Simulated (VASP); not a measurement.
# BN (Cc) in VASP: further runs, part 3 of 3

VASP 6.6.1. The steps go on from the part before.

### 6 Single point, r2SCAN (strain +0.0225 x Voigt [0, 0, 0, 0, 1, 0])

Input file POSCAR:

```
BN
1.0
    2.5439665232      0.0000000000      0.0286196234
   -1.2719832616      2.2031396355     -0.0143098117
    0.0473371305      0.0000000000      4.2077449317
B N
2 2
Direct
    0.6666666667      0.3333333333      0.9997995909
    0.3333333333      0.6666666667      0.4997995909
    0.6666666667      0.3333333333      0.6252004091
    0.3333333333      0.6666666667      0.1252004091
```

Input file INCAR.step1:

```
ALGO     = Normal         # electronic algorithm
EDIFF    = 1E-4           # SCF threshold, eV
ENCUT    = 520            # plane-wave cutoff, eV
GGA      = PE             # functional
ISMEAR   = 0              # smearing method
LASPH    = T              # aspherical terms in the spheres
LCHARG   = F              # write CHGCAR
LREAL    = F              # projectors in reciprocal space
LWAVE    = T              # write WAVECAR
NBANDS   = 16             # bands
NELM     = 100            # most SCF steps
PREC     = Accurate       # precision mode
SIGMA    = 0.05           # smearing width, eV
```

Input file INCAR.step2:

```
ALGO     = Normal         # electronic algorithm
EDIFF    = 1E-6           # SCF threshold, eV
ENCUT    = 520            # plane-wave cutoff, eV
ISIF     = 2              # what is computed and relaxed
ISMEAR   = 0              # smearing method
ISTART   = 1            
LASPH    = T              # aspherical terms in the spheres
LCHARG   = F              # write CHGCAR
LMIXTAU  = T            
LREAL    = F              # projectors in reciprocal space
LWAVE    = F              # write WAVECAR
METAGGA  = R2SCAN         # meta-GGA
NBANDS   = 16             # bands
NELM     = 100            # most SCF steps
PREC     = Accurate       # precision mode
SIGMA    = 0.05           # smearing width, eV
```

Input file KPOINTS:

```
k-points
0
Gamma
  12 12 6
```

Potentials or basis: VASP PAW PBE potentials, release 64 (B, N).

Started as:

```bash
$ cat potpaw_PBE.64/B/POTCAR potpaw_PBE.64/N/POTCAR > POTCAR
$ cp INCAR.step1 INCAR
$ mpirun -np 1 vasp_std > vasp.out
$ cp INCAR.step2 INCAR
$ mpirun -np 1 vasp_std > vasp.out
```

Wall time 2.8 min (1 thread of Intel Xeon Platinum 8488C (Sapphire Rapids), shared host); peak memory 0.19 GiB.

It converged, with:

```
Free energy            : -38.2530 eV
Pressure               : 1.2 GPa
Largest force          : 0.051 eV/Å
Band gap on the k mesh : 5.70 eV (least direct gap 8.95 eV)
```

Forces on the atoms (eV/Å):
```
B    0.049 -0.007 -0.006
B    0.049  0.007 -0.006
N   -0.049 -0.012  0.006
N   -0.049  0.012  0.006
```

Stress tensor (GPa, compression positive):
```
 1.19  0.00 -7.93
 0.00  1.20  0.00
-7.93  0.00  1.27
```

Levels at points of the mesh, in eV from the valence-band top:
```
           k point  band 4  band 5  band 6  band 7  band 8  band 9  band 10  band 11  band 12  band 13
(0.00, 0.00, 0.00)   -2.24   -2.24   -0.32   -0.03    0.00    9.01     9.04     9.31    10.19    11.53
(0.50, 0.00, 0.00)   -8.21   -7.21   -5.22   -4.56   -2.23    7.27     8.57    11.29    12.26    13.79
(0.00, 0.50, 0.00)   -8.19   -7.24   -5.22   -4.56   -2.23    7.27     8.57    11.15    12.42    13.84
(0.00, 0.00, 0.50)   -5.99   -1.36   -1.36   -1.14   -1.14   10.18    10.18    10.56    10.56    10.78
(0.50, 0.00, 0.50)  -10.37   -4.00   -3.95   -3.91   -3.56    7.00     7.33    10.45    10.95    15.24
(0.00, 0.50, 0.50)  -10.46   -3.96   -3.96   -3.75   -3.75    7.17     7.17    10.69    10.69    15.22
```

Caveat: the cell differs from its parent crystal (strain +0.0225 x Voigt [0, 0, 0, 0, 1, 0]); the PAW data sets were made with another functional, which shifts forces and pressure a little.

### 7 Single point, r2SCAN (strain +0.0075 x Voigt [0, 0, 0, 0, 1, 0])

Input file POSCAR:

```
BN
1.0
    2.5439665232      0.0000000000      0.0095398745
   -1.2719832616      2.2031396355     -0.0047699372
    0.0157790435      0.0000000000      4.2077449317
B N
2 2
Direct
    0.6666666667      0.3333333333      0.9997995909
    0.3333333333      0.6666666667      0.4997995909
    0.6666666667      0.3333333333      0.6252004091
    0.3333333333      0.6666666667      0.1252004091
```

Input file INCAR.step1:

```
PREC = Accurate ; ENCUT = 520
ISMEAR = 0 ; SIGMA = 0.05
LREAL = False ; LASPH = True
NELM = 80 ; NBANDS = 16
GGA = PE ; ALGO = Normal
EDIFF = 1E-4 ; LWAVE = True
LCHARG = False
```

Input file INCAR.step2:

```
PREC = Accurate ; ENCUT = 520
EDIFF = 1E-7 ; ISMEAR = 0
SIGMA = 0.05 ; LREAL = False
LASPH = True ; NELM = 80
ALGO = Normal ; ISIF = 2
LWAVE = False ; LCHARG = False
METAGGA = R2SCAN ; LMIXTAU = True
NBANDS = 16 ; ISTART = 1
```

Input file KPOINTS:

```
regular mesh
0
Gamma
  12 12 6
```

Started as:

```bash
$ cat potpaw_PBE.64/B/POTCAR potpaw_PBE.64/N/POTCAR > POTCAR
$ cp INCAR.step1 INCAR
$ mpirun -np 1 vasp_std > vasp.out
$ cp INCAR.step2 INCAR
$ mpirun -np 1 vasp_std > vasp.out
```

Run time: 4.4 min. Hardware: 1 thread of Intel Xeon Platinum 8488C (Sapphire Rapids), shared host; peak memory 0.19 GiB.

It converged, with:

```
Free energy            : -38.2647 eV
Pressure               : 1.1 GPa
Largest force          : 0.017 eV/Å
Band gap on the k mesh : 5.72 eV (least direct gap 8.98 eV)
```

Forces in eV/Å, atoms in the order of the input:
```
B    0.016 -0.001 -0.003
B    0.016  0.001 -0.003
N   -0.016 -0.001  0.003
N   -0.016  0.001  0.003
```

Stress tensor (GPa, compression positive):
```
 1.13  0.00 -2.64
 0.00  1.13  0.00
-2.64  0.00  1.13
```

Levels at points of the mesh, in eV from the valence-band top:
| k point | band 4 | band 5 | band 6 | band 7 | band 8 | band 9 | band 10 | band 11 | band 12 | band 13 |
| --- | --- | --- | --- | --- | --- | --- | --- | --- | --- | --- |
| (0.00, 0.00, 0.00) | -2.21 | -2.21 | -0.28 | 0.00 | 0.00 | 9.07 | 9.07 | 9.31 | 10.21 | 11.55 |
| (0.50, 0.00, 0.00) | -8.17 | -7.21 | -5.20 | -4.54 | -2.20 | 7.29 | 8.60 | 11.37 | 12.23 | 13.85 |
| (0.00, 0.50, 0.00) | -8.16 | -7.21 | -5.20 | -4.54 | -2.20 | 7.29 | 8.60 | 11.35 | 12.25 | 13.85 |
| (0.00, 0.00, 0.50) | -5.97 | -1.26 | -1.26 | -1.19 | -1.19 | 10.24 | 10.24 | 10.65 | 10.65 | 10.72 |
| (0.50, 0.00, 0.50) | -10.40 | -3.94 | -3.91 | -3.79 | -3.66 | 7.14 | 7.25 | 10.63 | 10.80 | 15.30 |
| (0.00, 0.50, 0.50) | -10.43 | -3.93 | -3.93 | -3.73 | -3.73 | 7.20 | 7.20 | 10.72 | 10.72 | 15.31 |

Caveat: the cell differs from its parent crystal (strain +0.0075 x Voigt [0, 0, 0, 0, 1, 0]); the PAW data sets were made with another functional, which shifts forces and pressure a little. A k mesh can miss the band edges.

### 8 Summary

```csv
cell,gap on the mesh (eV),pressure (GPa),largest force (eV/Å)
"a = 2.545, b = 2.544, c = 4.209 Å, angles 91.3, 87.4, 120.0°, 4 atoms",5.64,1.5,0.11
"a = 2.544, b = 2.544, c = 4.208 Å, angles 89.1, 91.7, 120.0°, 4 atoms",5.68,1.3,0.07
"a = 2.544, b = 2.544, c = 4.208 Å, angles 90.4, 89.1, 120.0°, 4 atoms",5.71,1.2,0.03
"a = 2.544, b = 2.544, c = 4.208 Å, angles 91.1, 87.9, 120.0°, 4 atoms",5.66,1.4,0.09
"a = 2.544, b = 2.544, c = 4.208 Å, angles 90.6, 88.7, 120.0°, 4 atoms",5.70,1.2,0.05
"a = 2.544, b = 2.544, c = 4.208 Å, angles 90.2, 89.6, 120.0°, 4 atoms",5.72,1.1,0.02
```

Alike in all rows: task single point; level r2SCAN; potentials or basis VASP PAW PBE potentials, release 64 (B, N); no spin polarisation; k mesh 12 × 12 × 6; cutoff (eV) 520; smearing gaussian 0.05 eV.

Caveats: the PAW data sets were made with another functional, which shifts forces and pressure a little.

Absolute energies hang on the potentials; compare differences alone.
